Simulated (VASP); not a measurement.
The system is KCl.

```
K Cl
1.0
     5.39246    0.00000    0.00000
    -2.69623    4.67001    0.00000
     0.00000    0.00000    6.32408
K Cl
2 2
Direct
  0.33333 0.66667 0.25000
  0.66667 0.33333 0.75000
  0.66667 0.33333 0.25000
  0.33333 0.66667 0.75000
```

- Program: VASP 6.6.1
- Task: relaxation of cell and atoms
- Functional: PBEsol
- Potentials or basis: VASP PAW PBE potentials, release 64 (K_sv, Cl)
- Cutoff: 600 eV
- k mesh: 6 × 6 × 4
- Occupations: fermi-dirac, width 0.02 eV
- Spin: no spin polarisation

At the start: pressure -0.7 GPa; volume 39.81 Å³/atom.

Task: Where does the relaxation end?

Result: Over 7 steps the energy falls by 4.5 meV/atom and the volume is 37.80 Å³/atom (-5.1 %); space group P6_3/mmc (No. 194, to 0.1 Å) before and after.

Step by step:
```csv
step,energy change (eV),largest force (eV/Å),pressure (GPa),volume (Å³)
1,0.0000,0.0000,-0.66,159.26
2,-0.0127,0.0000,-0.38,155.49
3,-0.0180,0.0000,-0.03,151.48
4,-0.0180,0.0000,-0.01,151.21
5,-0.0180,0.0000,0.01,151.06
6,-0.0180,0.0000,0.00,151.13
7,-0.0180,0.0000,-0.01,151.20
```

Final structure:
```
K Cl
1.0
     5.30791    0.00000    0.00000
    -2.65396    4.59679    0.00000
     0.00000    0.00000    6.19703
K Cl
2 2
Cartesian
  0.0000 3.0645 1.5493
  2.6540 1.5323 4.6478
  2.6540 1.5323 1.5493
  0.0000 3.0645 4.6478
```

Caveat: the PAW data sets were made with another functional, which shifts forces and pressure a little.
